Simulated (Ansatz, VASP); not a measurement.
**Two plane-wave programs on KTaO3**

```xyz
5
Lattice="3.9883 0.0000 0.0000 0.0000 3.9883 0.0000 0.0000 0.0000 3.9883" Properties=species:S:1:pos:R:3 pbc="T T T"
Ta    0.0000    0.0000    0.0000
K     1.9942    1.9942    1.9942
O     0.0000    0.0000    1.9942
O     0.0000    1.9942    0.0000
O     1.9942    0.0000    0.0000
```

Alike in both runs: task relaxation of cell and atoms; functional RPBE; dispersion D3(BJ); k mesh 7 × 7 × 7; occupations fermi-dirac, width 0.05 eV; no spin polarisation.

|  | VASP | Ansatz |
| --- | --- | --- |
| version | VASP 6.6.1 | Ansatz 0.2.0 |
| potentials or method | VASP PAW PBE potentials, release 64 (Ta_pv, K_sv, O) | Ansatz PAW |
| plane-wave cutoff (eV) | 600 | 420 |
| valence electrons in the cell | 38 | 40 |

VASP gave:

```
relaxed volume (Å³/atom)                                     : 12.02
relaxed cell length with the largest relative difference (Å) : 3.917
```

Task: Which values does Ansatz return?

Result: Relaxed volume (Å³/atom): 11.99; relaxed cell length with the largest relative difference (Å): 3.914.

VASP's potentials were made for PBE, not for RPBE. VASP's potentials hold 38 valence electrons a cell and Ansatz's 40, so a difference there can come from the potentials and not from the codes.

Spin-orbit coupling is off throughout. Noted on Ansatz's run: odd divisions of the mesh miss points on the zone boundary, where band edges often lie, so the gap on the mesh can be too wide; the plane-wave basis is chosen anew once the cell has moved, so the energies of steps on either side of that aren't comparable.
